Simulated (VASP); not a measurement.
Write the native input for VASP 6.6.1 that does the following.

* Task: single point
* Functional: LDA
* Potentials or basis: VASP PAW LDA potentials, release 64 (In_d, Pd)
* Cutoff: 520 eV
* k mesh: 8 × 8 × 8
* Occupations: fermi-dirac, width 0.05 eV
* Spin: no spin polarisation
* Dipole correction: no
* Further INCAR settings: ALGO = Normal; EDIFF = 1e-07; NBANDS = 18

The structure of InPd lies in POSCAR:

```
InPd
1.0
    3.2499251601      0.0000000000      0.0000000000
    0.0000000000      3.2499251601      0.0000000000
    0.0000000000      0.0000000000      3.2499251601
In Pd
1 1
Direct
    0.0000000000      0.0000000000      0.0000000000
    0.5000000000      0.5000000000      0.5000000000
```

This cell differs from its parent crystal: volume scaled by 0.98.

One way to write it, as run:

INCAR

```
ALGO = Normal ; EDIFF = 1E-7
ENCUT = 520 ; ISIF = 2
ISMEAR = -1 ; LASPH = True
LCHARG = True ; LELF = True
LREAL = False ; LVHAR = True
LWAVE = False ; NBANDS = 18
NELM = 60 ; PREC = Accurate
SIGMA = 0.05
```

KPOINTS

```
k-points
0
Gamma
  8 8 8
```

Potentials or basis: VASP PAW LDA potentials, release 64 (In_d, Pd).

Launch:

```bash
$ cat potpaw_LDA.64/In_d/POTCAR potpaw_LDA.64/Pd/POTCAR > POTCAR
$ mpirun -np 1 vasp_std > vasp.out
```

Results of the run:

The pressure is -4.2 GPa.

Run time: 14 s on 1 thread of Intel Xeon 8259CL, with other jobs on the host, peak memory 0.14 GiB.
